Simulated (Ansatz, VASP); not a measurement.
## Sb2Se3 in VASP and in Ansatz

```
Sb Se
1.0
     4.70241    0.00000    0.00000
    -2.35121    4.07241    0.00000
     0.00000    0.00000    8.39878
Sb Se
2 3
Direct
  0.00000 0.00000 0.80355
  0.00000 0.00000 0.19645
  0.50000 0.00000 0.50000
  0.00000 0.50000 0.50000
  0.50000 0.50000 0.50000
```

Alike in both runs: task relaxation of cell and atoms; functional PBE; k mesh 3 × 3 × 2; occupations gaussian, width 0.15 eV; no spin polarisation.

|  | VASP | Ansatz |
| --- | --- | --- |
| version | VASP 6.6.1 | Ansatz 0.2.0 |
| potentials or method | VASP PAW PBE potentials, release 64 (Sb, Se), cutoff 500 eV | scalar-relativistic, plane waves, PAW |
| valence electrons in the cell | 28 | 78 |

Ansatz gave:

```
gap on the k mesh at the Fermi level, each at its own relaxed structure (eV)  : none
relaxed volume (Å³/atom)                                                      : 40.37
relaxed length of the cell vector where the two differ most in proportion (Å) : 8.326
```

What did VASP give for the same quantities?

gap on the k mesh at the Fermi level, each at its own relaxed structure (eV): none; relaxed volume (Å³/atom): 38.55; relaxed length of the cell vector where the two differ most in proportion (Å): 7.509.

A gap of «none» marks a metal or a gap that the smearing closes. One of these differences is far larger than is usual between the two programs; its cause wasn't traced. VASP's potentials hold 28 valence electrons a cell and Ansatz's 78, so a difference there can come from the potentials and not from the codes.

The k mesh is coarse, so the values compare programs but aren't converged. Neither program's run includes spin-orbit coupling. Noted on VASP's run: the volume moved by over 15 % at a fixed basis, so the end points are rough.
